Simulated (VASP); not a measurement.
Input of a VASP 6.6.1 run:

Contents of INCAR:

```
PREC = Accurate
ENCUT = 520
EDIFF = 1E-8
ISMEAR = -1
SIGMA = 0.02
LREAL = False
LASPH = True
NELM = 80
ALGO = Normal
ISIF = 2
LWAVE = False
LCHARG = False
LEFG = True
NBANDS = 27
```

Contents of KPOINTS:

```
Automatic mesh
0
Gamma
  10 10 10
```

File POSCAR:

```
ZrBr
1.0
    1.7278788722      0.9975913320      9.2305385518
   -1.7278788722      0.9975913320      9.2305385518
    0.0000000000     -1.9951826639      9.2305385518
Zr Br
2 2
Direct
    0.2092000000      0.2092000000      0.2092000000
    0.7908000000      0.7908000000      0.7908000000
    0.3917000000      0.3917000000      0.3917000000
    0.6083000000      0.6083000000      0.6083000000
```

Potentials or basis: VASP PAW LDA potentials, release 64 (Zr_sv, Br).

Command:

```bash
$ cat potpaw_LDA.64/Zr_sv/POTCAR potpaw_LDA.64/Br/POTCAR > POTCAR
$ mpirun -np 1 vasp_std > vasp.out
```

Estimate the band gap on the k mesh.

zero (bands 19 and 20 overlap by 0.30 eV).

Estimate the largest force.

0.496 eV/Å.

What does it give for the pressure?

0.2 GPa.

Stress tensor (GPa, compression positive):
```
0.05 0.00 0.00
0.00 0.05 0.00
0.00 0.00 0.55
```

Caveat: without QUAD_EFG the Cq values of the log hold for a quadrupole moment of 1 mb, not for the nuclei.
